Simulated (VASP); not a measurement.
# NaI (Fm-3m) in VASP: notebook

Runs on NaI. Level: PBE. Tasks: single point, relaxation of the atoms.

Program: VASP 6.6.1. These are calculated values, not measurements. Logs are shortened: lines on timing, memory, paths and dates and some standing lists are left out, and cuts for length are marked.

### 1 The cell of the first run

The structure is cubic, space group Fm-3m (No. 225). Conventional cell: a = 6.473 Å, b = 6.473 Å, c = 6.473 Å, α = 90.00°, β = 90.00°, γ = 90.00°. Within 4.3 Å of Na (site symmetry m-3m) lie 6 I at 3.24 Å. I (site symmetry m-3m) has 6 Na at 3.24 Å within 4.3 Å.

### 2 Single point, PBE

Input file INCAR:

```
SYSTEM = NaI
PREC = Accurate
ENCUT = 500
EDIFF = 1E-6
ISMEAR = 0
SIGMA = 0.01
LREAL = .False.
LASPH = .True.
NELM = 120
ALGO = Normal
ISIF = 2
LWAVE = .False.
LCHARG = .False.
GGA = PE
NBANDS = 14
GGA_COMPAT = .False.
```

Input file KPOINTS:

```
Automatic mesh
0
Gamma
  2 2 2
  0 0 0
```

Input file POSCAR:

```
NaI
1.0
    0.0000000000      3.2364000000      3.2364000000
    3.2364000000      0.0000000000      3.2364000000
    3.2364000000      3.2364000000      0.0000000000
Na I
1 1
Direct
    0.0000000000      0.0000000000      0.0000000000
    0.5000000000      0.5000000000      0.5000000000
```

Potentials or basis: VASP PAW PBE potentials, release 64 (Na_pv, I).

Started as:

```console
cat potpaw_PBE.64/Na_pv/POTCAR potpaw_PBE.64/I/POTCAR > POTCAR
mpirun -np 1 vasp_std > vasp.out
```

OUTCAR:

```text
SYSTEM = NaI
   PREC = Accurate
   ENCUT = 500
   EDIFF = 1E-6
   ISMEAR = 0
   LREAL = .False.
   LASPH = .True.
   NELM = 120
   ISIF = 2
   GGA = PE

 ion  position               nearest neighbor table
   1  0.000  0.000  0.000-
   2  0.500  0.500  0.500-

  LATTYP: Found a face centered cubic cell.
 ALAT       =     6.4728000000

  Lattice vectors:

 A1 = (   0.0000000000,   3.2364000000,   3.2364000000)
 A2 = (   3.2364000000,   0.0000000000,   3.2364000000)
 A3 = (   3.2364000000,   3.2364000000,   0.0000000000)

Analysis of symmetry for initial positions (statically):
=====================================================================
 Subroutine PRICEL returns:
 Original cell was already a primitive cell.

 Routine SETGRP: Setting up the symmetry group for a
 face centered cubic supercell.

 Subroutine GETGRP returns: Found 48 space group operations
 (whereof 48 operations were pure point group operations)
 out of a pool of 48 trial point group operations.

The static configuration has the point symmetry O_h .

Analysis of symmetry for dynamics (positions and initial velocities):
=====================================================================
 Subroutine PRICEL returns:
 Original cell was already a primitive cell.

 Routine SETGRP: Setting up the symmetry group for a
 face centered cubic supercell.

 Subroutine GETGRP returns: Found 48 space group operations
 (whereof 48 operations were pure point group operations)
 out of a pool of 48 trial point group operations.

The dynamic configuration has the point symmetry O_h .

 Subroutine INISYM returns: Found 48 space group operations
 (whereof 48 operations are pure point group operations),
 and found     1 'primitive' translations

----------------------------------------------------------------------------------------

                                     Primitive cell

  volume of cell :      67.7980

  direct lattice vectors                    reciprocal lattice vectors
     0.000000000  3.236400000  3.236400000    -0.154492646  0.154492646  0.154492646
     3.236400000  0.000000000  3.236400000     0.154492646 -0.154492646  0.154492646
     3.236400000  3.236400000  0.000000000     0.154492646  0.154492646 -0.154492646

  length of vectors
     4.576960773  4.576960773  4.576960773     0.267589113  0.267589113  0.267589113

  position of ions in fractional coordinates (direct lattice)
     0.000000000  0.000000000  0.000000000
     0.500000000  0.500000000  0.500000000

  ion indices of the primitive-cell ions
   primitive index   ion index
                 1           1
                 2           2

----------------------------------------------------------------------------------------

 KPOINTS: Automatic mesh

Automatic generation of k-mesh.
 Grid dimensions read from file:
 generate k-points for:    2    2    2

 Generating k-lattice:

  Cartesian coordinates                     Fractional coordinates (reciprocal lattice)
    -0.077246323  0.077246323  0.077246323     0.500000000  0.000000000  0.000000000
     0.077246323 -0.077246323  0.077246323     0.000000000  0.500000000  0.000000000
     0.077246323  0.077246323 -0.077246323     0.000000000  0.000000000  0.500000000

  Length of vectors
     0.133794556  0.133794556  0.133794556

  Shift w.r.t. Gamma in fractional coordinates (k-lattice)
     0.000000000  0.000000000  0.000000000

 Subroutine IBZKPT returns following result:
 ===========================================

 Found      3 irreducible k-points:

 Following reciprocal coordinates:
            Coordinates               Weight
  0.000000  0.000000  0.000000      1.000000
  0.500000  0.000000  0.000000      4.000000
  0.500000  0.500000  0.000000      3.000000
   k-points           NKPTS =      3   k-points in BZ     NKDIM =      3   number of bands    NBANDS=     14
   number of dos      NEDOS =    301   number of ions     NIONS =      2
   total plane-waves  NPLWV =  46656
   dimension x,y,z NGX =    36 NGY =   36 NGZ =   36
   dimension x,y,z NGXF=    72 NGYF=   72 NGZF=   72
   ions per type =               1   1
   NGX,Y,Z   is equivalent  to a cutoff of  13.08, 13.08, 13.08 a.u.
   NGXF,Y,Z  is equivalent  to a cutoff of  26.15, 26.15, 26.15 a.u.
 SYSTEM =  NaI
   PREC   = accura    normal or accurate (medium, high low for compatibility)
   ISTART =      0    job   : 0-new  1-cont  2-samecut
   ICHARG =      2    charge: 1-file 2-atom 10-const
   ISPIN  =      1    spin polarized calculation?
   LNONCOLLINEAR =      F non collinear calculations
   LSORBIT =      F    spin-orbit coupling
   LASPH  =      T    aspherical Exc in radial PAW
   ENCUT  =  500.0 eV  36.75 Ry    6.06 a.u.   8.34  8.34  8.34*2*pi/ulx,y,z
   NELM   =    120;   NELMIN=  2; NELMDL= -5     # of ELM steps
   EDIFF  = 0.1E-05   stopping-criterion for ELM
   LREAL  =      F    real-space projection
   EDIFFG = 0.1E-04   stopping-criterion for IOM
   NSW    =      0    number of steps for IOM
   IBRION =     -1    ionic relax: 0-MD 1-quasi-New 2-CG
   NFREE  =      0    steps in history (QN), initial steepest desc. (CG)
   ISIF   =      2    stress and relaxation
   ISYM   =      2    0-nonsym 1-usesym 2-fastsym
   POTIM  = 0.5000    time-step for ionic-motion
   TEBEG  =    0.0;   TEEND  =   0.0 temperature during run
   PSTRESS=    0.0 pullay stress
   NELECT =      14.0000    total number of electrons
   NUPDOWN=      -1.0000    fix difference up-down
   EMIN   =  10.00;   EMAX   =-10.00  energy-range for DOS
   EFERMI =   0.00;   METHOD = LEGACY
   ISMEAR =     0;   SIGMA  =   0.01  broadening in eV -4-tet -1-fermi 0-gaus
   EFERMI_NEDOS =   21; number of points for ismear=-14 and -15
   IALGO  =     38    algorithm
   IMIX   =      4    mixing-type and parameters
     AMIX     =   0.40;   BMIX     =  1.00
     AMIX_MAG =   1.60;   BMIX_MAG =  1.00
  volume/ion in A,a.u.               =      33.90       228.76
  Fermi-wavevector in a.u.,A,eV,Ry     =   0.967636  1.828567 12.739397  0.936319
  Thomas-Fermi vector in A             =   2.097538
   LORBIT       =      0    0 simple, 1 ext, 2 COOP (PROOUT), +10 PAW based schemes
   GGA     = PE    functional components
   LHFCALC =     F    Hartree Fock is set to
   AEXX    =    0.0000 exact exchange contribution
   IVDW    =     0    specifies the selected vdW correction
   LEPSILON=     F    determine dielectric tensor
   LRPA    =     F    only Hartree local field effects (RPA)
 non-spin polarized calculation
 Gauss-broadening in eV      SIGMA  =   0.01
  energy-cutoff  :      500.00
  volume of cell :       67.80
 maximum number of plane-waves:      1759
 NGX is ok and might be reduce to    36
   NGX = 17   NGY = 17   NGZ = 17

 number of electron      13.9999993 magnetization

 Free energy of the ion-electron system (eV)
  ---------------------------------------------------
  ext. energy  EPLUGINS =         0.00000000
  ---------------------------------------------------
  free energy    TOTEN  =        -4.96615815 eV

  energy without entropy =       -4.96615815  energy(sigma->0) =       -4.96615815

 E-fermi :   1.0908     XC(G=0):  -7.6193

 val. band max:        0.9842837433   @ k =   0.0000   0.0000   0.0000
 cond. band min:       4.5562172350   @ k =   0.0000   0.0000   0.0000
 fundamental gap:      3.5719334916
 Fermi energy:         1.0908022345

 k-point     1 :       0.0000    0.0000    0.0000
  band No.  band energies     occupation
      1     -21.7632      2.00000
      2     -21.7632      2.00000
      3     -21.7632      2.00000
      4      -9.9889      2.00000
      5       0.9843      2.00000
      6       0.9843      2.00000
      7       0.9843      2.00000
      8       4.5562      0.00000
      9       8.8274      0.00000
     10       8.8274      0.00000
     11       8.8274      0.00000
     12      10.6340      0.00000
     13      10.6340      0.00000
     14      11.3811      0.00000

 k-point     2 :       0.5000    0.0000    0.0000
  band No.  band energies     occupation
      1     -21.7683      2.00000
      2     -21.7635      2.00000
      3     -21.7635      2.00000
      4      -9.6660      2.00000
      5      -1.2377      2.00000
      6       0.6981      2.00000
      7       0.6981      2.00000
      8       6.0121      0.00000
      9       8.3212      0.00000
     10       8.3212      0.00000
     11       9.6268      0.00000
     12      11.2432      0.00000
     13      13.1637      0.00000
     14      13.1637      0.00000

 k-point     3 :       0.5000    0.5000    0.0000
  band No.  band energies     occupation
      1     -21.7671      2.00000
      2     -21.7648      2.00000
      3     -21.7648      2.00000
      4      -9.5865      2.00000
      5      -0.9493      2.00000
      6       0.2249      2.00000
      7       0.2249      2.00000
      8       5.3474      0.00000
      9       6.4693      0.00000
     10      10.8581      0.00000
     11      12.2111      0.00000
     12      12.2111      0.00000
     13      12.4561      0.00000
     14      14.1407      0.00000

------------------------ aborting loop because EDIFF is reached ----------------------------------------

  FORCE on cell =-STRESS in cart. coord.  units (eV):
  Direction    XX          YY          ZZ          XY          YZ          ZX
  --------------------------------------------------------------------------------------
  -------------------------------------------------------------------------------------
  Total        1.1364916      1.1364916      1.1364916      0.0000000      0.0000000     -0.0000000
  in kB       26.8571684     26.8571684     26.8571684      0.0000000      0.0000000     -0.0000000
  external PRESSURE =      26.8571684 kB  Pullay stress =       0.0000000 kB

 VOLUME and BASIS-vectors are now :
 -----------------------------------------------------------------------------
  energy-cutoff  :      500.00
  volume of cell :       67.80
      direct lattice vectors                 reciprocal lattice vectors
     0.000000000  3.236400000  3.236400000    -0.154492646  0.154492646  0.154492646
     3.236400000  0.000000000  3.236400000     0.154492646 -0.154492646  0.154492646
     3.236400000  3.236400000  0.000000000     0.154492646  0.154492646 -0.154492646

 POSITION                                       TOTAL-FORCE (eV/Angst)
 -----------------------------------------------------------------------------------
      0.00000      0.00000      0.00000        -0.000000      0.000000      0.000000
      3.23640      3.23640      3.23640         0.000000     -0.000000     -0.000000
 -----------------------------------------------------------------------------------
    total drift:                                0.000000      0.000000      0.000000

  FREE ENERGIE OF THE ION-ELECTRON SYSTEM (eV)
  ---------------------------------------------------
  free  energy   TOTEN  =        -4.9661581496 eV

  energy  without entropy=       -4.9661581496  energy(sigma->0) =       -4.96615815
```

It took 14 s on 1 thread of Intel Xeon 8259CL, shared host; peak memory 0.2 GiB.

What came out:

```
Free energy            : -4.9662 eV
Pressure               : 2.7 GPa
Band gap on the k mesh : 3.57 eV, direct
```

Levels at points of the mesh, in eV from the valence-band top:
| k point | band 3 | band 4 | band 5 | band 6 | band 7 | band 8 | band 9 | band 10 | band 11 | band 12 |
| --- | --- | --- | --- | --- | --- | --- | --- | --- | --- | --- |
| (0.00, 0.00, 0.00) | -22.75 | -10.97 | 0.00 | 0.00 | 0.00 | 3.57 | 7.84 | 7.84 | 7.84 | 9.65 |
| (0.50, 0.00, 0.00) | -22.75 | -10.65 | -2.22 | -0.29 | -0.29 | 5.03 | 7.34 | 7.34 | 8.64 | 10.26 |
| (0.50, 0.50, 0.00) | -22.75 | -10.57 | -1.93 | -0.76 | -0.76 | 4.36 | 5.48 | 9.87 | 11.23 | 11.23 |

Caveat: the k points lie up to 0.84 Å⁻¹ apart; spin-orbit coupling is left out, which moves the levels of the heavy elements. As with any semilocal functional, this PBE gap is likely too small.

### 3 Relaxation of the atoms, PBE

Input file INCAR:

```
ALGO     = Normal         # electronic algorithm
EDIFF    = 1E-7           # SCF threshold, eV
EDIFFG   = -0.001         # ionic threshold
ENCUT    = 450            # plane-wave cutoff, eV
GGA      = PE             # functional
GGA_COMPAT= False        
IBRION   = 2              # ionic algorithm
ISIF     = 2              # what is computed and relaxed
ISMEAR   = 0              # smearing method
LASPH    = True           # aspherical terms in the spheres
LCHARG   = False          # write CHGCAR
LREAL    = False          # projectors in reciprocal space
LWAVE    = False          # write WAVECAR
NELM     = 120            # most SCF steps
NELMIN   = 4            
NSW      = 100            # ionic steps
PREC     = Accurate       # precision mode
SIGMA    = 0.01           # smearing width, eV
```

Input file KPOINTS:

```
k-points
0
Gamma
  2 2 2
```

POSCAR is that of step 2.

Potentials or basis: VASP PAW PBE potentials, release 64 (Na_pv, I).

Started as:

```console
cat potpaw_PBE.64/Na_pv/POTCAR potpaw_PBE.64/I/POTCAR > POTCAR
mpirun -np 1 vasp_std > vasp.out
```

It took 7.9 s on 1 thread of Intel Xeon 8259CL, shared host; peak memory 0.17 GiB.

It converged, with:

```yaml
Free_energy: -4.9660 eV
Pressure_after_relaxing: 2.6 GPa
Band_gap_on_the_k_mesh: 3.57 eV, direct
```

Final structure:
```xyz
2
Lattice="0.0000 3.2364 3.2364 3.2364 0.0000 3.2364 3.2364 3.2364 0.0000" Properties=species:S:1:pos:R:3 pbc="T T T"
Na    0.0000    0.0000    0.0000
I     3.2364    3.2364    3.2364
```

Levels at points of the mesh, in eV from the valence-band top:
```
           k point  band 5  band 6  band 7  band 8  band 9  band 10
(0.00, 0.00, 0.00)    0.00    0.00    0.00    3.57    7.84     7.84
(0.50, 0.00, 0.00)   -2.22   -0.29   -0.29    5.03    7.34     7.34
(0.50, 0.50, 0.00)   -1.93   -0.76   -0.76    4.36    5.49     9.87
```

Caveat: the k points lie up to 0.84 Å⁻¹ apart; the relaxation stopped at its first step, so nothing moved; spin-orbit coupling is left out, which moves the levels of the heavy elements.
